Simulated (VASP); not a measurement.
# Si2Mo (I4/mmm) in VASP: single point with PBEsol

Aim: the single point of Si2Mo with PBEsol.

Program: VASP 6.6.1. These are calculated values, not measurements. Logs are shortened: lines on timing, memory, paths and dates and some standing lists are left out, and cuts for length are marked.

## 1. The cell of the first run

Symmetry: I4/mmm, No. 139, tetragonal system. The conventional cell has a = 3.190 Å, b = 3.190 Å, c = 7.821 Å, α = 90.00°, β = 90.00°, γ = 90.00°. Si (site symmetry 4mm) has 9 Si at 2.58 to 3.19 Å and 5 Mo at 2.60 to 2.62 Å within 3.4 Å. Within 3.4 Å of Mo (site symmetry 4/mmm) lie 10 Si at 2.60 to 2.62 Å and 4 Mo at 3.19 Å.

## 2. Single point, PBEsol

INCAR reads:

```
PREC = Accurate ; ENCUT = 500
EDIFF = 1E-6 ; ISMEAR = 0
SIGMA = 0.1 ; LREAL = F
LASPH = T ; NELM = 120
ALGO = Normal ; ISIF = 2
LWAVE = F ; LCHARG = F
GGA = PS ; NBANDS = 18
GGA_COMPAT = F
```

KPOINTS reads:

```
Automatic mesh
0
Gamma
  6 6 6
```

POSCAR reads:

```
Si2Mo
1.0
   -1.5951907422      1.5951907422      3.9106689006
    1.5951907422     -1.5951907422      3.9106689006
    1.5951907422      1.5951907422     -3.9106689006
Si Mo
2 1
Direct
    0.6649355268      0.6649355268      0.0000000000
    0.3350644732      0.3350644732      0.0000000000
    0.0000000000      0.0000000000      0.0000000000
```

Potentials or basis: VASP PAW PBE potentials, release 64 (Si, Mo_sv).

The run is started by

```bash
cat potpaw_PBE.64/Si/POTCAR potpaw_PBE.64/Mo_sv/POTCAR > POTCAR
mpirun -np 1 vasp_std > vasp.out
```

OUTCAR:

```text
PREC = Accurate
   ENCUT = 500
   EDIFF = 1E-6
   ISMEAR = 0
   LREAL = F
   LASPH = T
   NELM = 120
   ISIF = 2
   GGA = PS

 ion  position               nearest neighbor table
   1  0.665  0.665  0.000-   2 2.58   3 2.60   3 2.60   3 2.60   3 2.60   2 2.62   2 2.62   2 2.62
                             2 2.62   3 2.62
   2  0.335  0.335  0.000-   1 2.58   3 2.60   3 2.60   3 2.60   3 2.60   1 2.62   1 2.62   1 2.62
                             1 2.62   3 2.62
   3  0.000  0.000  0.000-   1 2.60   1 2.60   1 2.60   2 2.60   1 2.60   2 2.60   2 2.60   2 2.60
                             1 2.62   2 2.62

  LATTYP: Found a body centered tetragonal cell.
 ALAT       =     3.1903814844
 C/A-ratio  =     2.4515368583

  Lattice vectors:

 A1 = (  -1.5951907422,   1.5951907422,   3.9106689006)
 A2 = (   1.5951907422,  -1.5951907422,   3.9106689006)
 A3 = (   1.5951907422,   1.5951907422,  -3.9106689006)

Analysis of symmetry for initial positions (statically):
=====================================================================
 Subroutine PRICEL returns:
 Original cell was already a primitive cell.

 Routine SETGRP: Setting up the symmetry group for a
 body centered tetragonal supercell.

 Subroutine GETGRP returns: Found 16 space group operations
 (whereof 16 operations were pure point group operations)
 out of a pool of 16 trial point group operations.

The static configuration has the point symmetry D_4h.

Analysis of symmetry for dynamics (positions and initial velocities):
=====================================================================
 Subroutine PRICEL returns:
 Original cell was already a primitive cell.

 Routine SETGRP: Setting up the symmetry group for a
 body centered tetragonal supercell.

 Subroutine GETGRP returns: Found 16 space group operations
 (whereof 16 operations were pure point group operations)
 out of a pool of 16 trial point group operations.

The dynamic configuration has the point symmetry D_4h.

 Subroutine INISYM returns: Found 16 space group operations
 (whereof 16 operations are pure point group operations),
 and found     1 'primitive' translations

----------------------------------------------------------------------------------------

                                     Primitive cell

  volume of cell :      39.8049
[... 88 lines left out ...]
   LASPH  =      T    aspherical Exc in radial PAW
   ENCUT  =  500.0 eV  36.75 Ry    6.06 a.u.   8.23  8.23  8.23*2*pi/ulx,y,z
   NELM   =    120;   NELMIN=  2; NELMDL= -5     # of ELM steps
   EDIFF  = 0.1E-05   stopping-criterion for ELM
   LREAL  =      F    real-space projection
   EDIFFG = 0.1E-04   stopping-criterion for IOM
   NSW    =      0    number of steps for IOM
   IBRION =     -1    ionic relax: 0-MD 1-quasi-New 2-CG
   NFREE  =      0    steps in history (QN), initial steepest desc. (CG)
   ISIF   =      2    stress and relaxation
   ISYM   =      2    0-nonsym 1-usesym 2-fastsym
   POTIM  = 0.5000    time-step for ionic-motion
   TEBEG  =    0.0;   TEEND  =   0.0 temperature during run
   PSTRESS=    0.0 pullay stress
   NELECT =      22.0000    total number of electrons
   NUPDOWN=      -1.0000    fix difference up-down
   EMIN   =  10.00;   EMAX   =-10.00  energy-range for DOS
   EFERMI =   0.00;   METHOD = LEGACY
   ISMEAR =     0;   SIGMA  =   0.10  broadening in eV -4-tet -1-fermi 0-gaus
   EFERMI_NEDOS =   21; number of points for ismear=-14 and -15
   IALGO  =     38    algorithm
   IMIX   =      4    mixing-type and parameters
     AMIX     =   0.40;   BMIX     =  1.00
     AMIX_MAG =   1.60;   BMIX_MAG =  1.00
  volume/ion in A,a.u.               =      13.27        89.54
  Fermi-wavevector in a.u.,A,eV,Ry     =   1.343498  2.538843 24.558331  1.804986
  Thomas-Fermi vector in A             =   2.471567
   LORBIT       =      0    0 simple, 1 ext, 2 COOP (PROOUT), +10 PAW based schemes
   GGA     = PS    functional components
   LHFCALC =     F    Hartree Fock is set to
   AEXX    =    0.0000 exact exchange contribution
   IVDW    =     0    specifies the selected vdW correction
   LEPSILON=     F    determine dielectric tensor
   LRPA    =     F    only Hartree local field effects (RPA)
 non-spin polarized calculation
 Gauss-broadening in eV      SIGMA  =   0.10
  energy-cutoff  :      500.00
  volume of cell :       39.80
 maximum number of plane-waves:      1034
 NGX is ok and might be reduce to    36
   NGX = 17   NGY = 17   NGZ = 17

 number of electron      22.0000000 magnetization

 Free energy of the ion-electron system (eV)
  ---------------------------------------------------
  ext. energy  EPLUGINS =         0.00000000
  ---------------------------------------------------
  free energy    TOTEN  =       -25.08615945 eV

  energy without entropy =      -25.08599537  energy(sigma->0) =      -25.08607741

 E-fermi :  12.3562     XC(G=0): -12.5619

 val. band max:       12.1953100478   @ k =   0.5000   0.5000   0.3333
 cond. band min:      12.5349491097   @ k =  -0.3333   0.5000   0.3333
 fundamental gap:      0.3396390618
 Fermi energy:        12.3561640865

 k-point     1 :       0.0000    0.0000    0.0000
  band No.  band energies     occupation
      1     -48.2773      2.00000
      2     -22.4695      2.00000
      3     -22.3825      2.00000
      4     -22.3825      2.00000
      5      -1.1625      2.00000
      6       5.8635      2.00000
[... 481 lines left out ...]
      5      -0.1066      2.00000
      6       4.3508      2.00000
[... 10 lines left out ...]
     17      19.3632      0.00000
     18      19.7526      0.00000

 [... further k-points ...]

------------------------ aborting loop because EDIFF is reached ----------------------------------------

  FORCE on cell =-STRESS in cart. coord.  units (eV):
  Direction    XX          YY          ZZ          XY          YZ          ZX
  --------------------------------------------------------------------------------------
  -------------------------------------------------------------------------------------
  Total        0.0531547      0.0531547      0.0838814      0.0000000      0.0000000      0.0000000
  in kB        2.1395192      2.1395192      3.3762923      0.0000000      0.0000000      0.0000000
  external PRESSURE =       2.5517769 kB  Pullay stress =       0.0000000 kB

 VOLUME and BASIS-vectors are now :
 -----------------------------------------------------------------------------
  energy-cutoff  :      500.00
  volume of cell :       39.80
      direct lattice vectors                 reciprocal lattice vectors
    -1.595190742  1.595190742  3.910668901     0.000000000  0.313442140  0.127855365
     1.595190742 -1.595190742  3.910668901     0.313442140  0.000000000  0.127855365
     1.595190742  1.595190742 -3.910668901     0.313442140  0.313442140  0.000000000

 POSITION                                       TOTAL-FORCE (eV/Angst)
 -----------------------------------------------------------------------------------
      0.00000      0.00000      5.20069        -0.000000     -0.000000      0.041481
      0.00000      0.00000      2.62065        -0.000000     -0.000000     -0.041481
      0.00000      0.00000      0.00000         0.000000      0.000000      0.000000
 -----------------------------------------------------------------------------------
    total drift:                                0.000000     -0.000000      0.000000

  FREE ENERGIE OF THE ION-ELECTRON SYSTEM (eV)
  ---------------------------------------------------
  free  energy   TOTEN  =       -25.0861594511 eV

  energy  without entropy=      -25.0859953687  energy(sigma->0) =      -25.08607741
```

OSZICAR:

```text
N       E                     dE             d eps       ncg     rms          rms(c)
DAV:   1     0.118808699132E+03    0.11881E+03   -0.11296E+04  1088   0.114E+03
DAV:   2    -0.230643423812E+02   -0.14187E+03   -0.13852E+03  1278   0.294E+02
DAV:   3    -0.260322499290E+02   -0.29679E+01   -0.29302E+01  1334   0.384E+01
DAV:   4    -0.260495840642E+02   -0.17334E-01   -0.17317E-01  1248   0.314E+00
DAV:   5    -0.260496897066E+02   -0.10564E-03   -0.10564E-03  1284   0.264E-01    0.231E+01
DAV:   6    -0.252491962039E+02    0.80049E+00   -0.55356E+00  1144   0.155E+01    0.506E+00
DAV:   7    -0.251252067898E+02    0.12399E+00   -0.73377E-01  1126   0.525E+00    0.462E+00
DAV:   8    -0.250871906785E+02    0.38016E-01   -0.93067E-02  1186   0.223E+00    0.420E-01
DAV:   9    -0.250862809308E+02    0.90975E-03   -0.17990E-03  1232   0.333E-01    0.235E-01
DAV:  10    -0.250861731019E+02    0.10783E-03   -0.45462E-04  1228   0.181E-01    0.565E-02
DAV:  11    -0.250861613620E+02    0.11740E-04   -0.12913E-04  1180   0.843E-02    0.335E-02
DAV:  12    -0.250861600336E+02    0.13285E-05   -0.16950E-05  1154   0.293E-02    0.851E-03
DAV:  13    -0.250861594511E+02    0.58245E-06   -0.11505E-06   630   0.918E-03
   1 F= -.25086159E+02 E0= -.25086077E+02  d E =-.164082E-03
```

stdout:

```text
POSCAR found type information on POSCAR SiMo
 POSCAR found :  2 types and       3 ions
 scaLAPACK will be used
 -----------------------------------------------------------------------------
|                                                                             |
|                                                                             |
|     You enforced a specific xc type in the INCAR file but a different       |
|     I HOPE YOU KNOW WHAT YOU ARE DOING!                                     |
|                                                                             |
 -----------------------------------------------------------------------------

 LDA part: xc-table for (Slater+PW92), standard interpolation
 POSCAR, INCAR and KPOINTS ok, starting setup
 FFT: planning ... GRIDC
 FFT: planning ... GRID_SOFT
 FFT: planning ... GRID
 WAVECAR not read
 entering main loop
```

Run time: 46 s. Hardware: 1 thread of Intel Xeon 8259CL, shared host; peak memory 0.2 GiB.

Results:

```
Free energy            : -25.0862 eV
Pressure               : 0.3 GPa
Largest force          : 0.041 eV/Å
Band gap on the k mesh : zero (bands 11 and 12 overlap by 0.94 eV)
```

Forces on the atoms (eV/Å):
```
Si   0.000  0.000  0.041
Si   0.000  0.000 -0.041
Mo   0.000  0.000  0.000
```

Stress tensor (GPa, compression positive):
```
0.21 0.00 0.00
0.00 0.21 0.00
0.00 0.00 0.34
```

Caveat: the PAW data sets were made with another functional, which shifts forces and pressure a little.
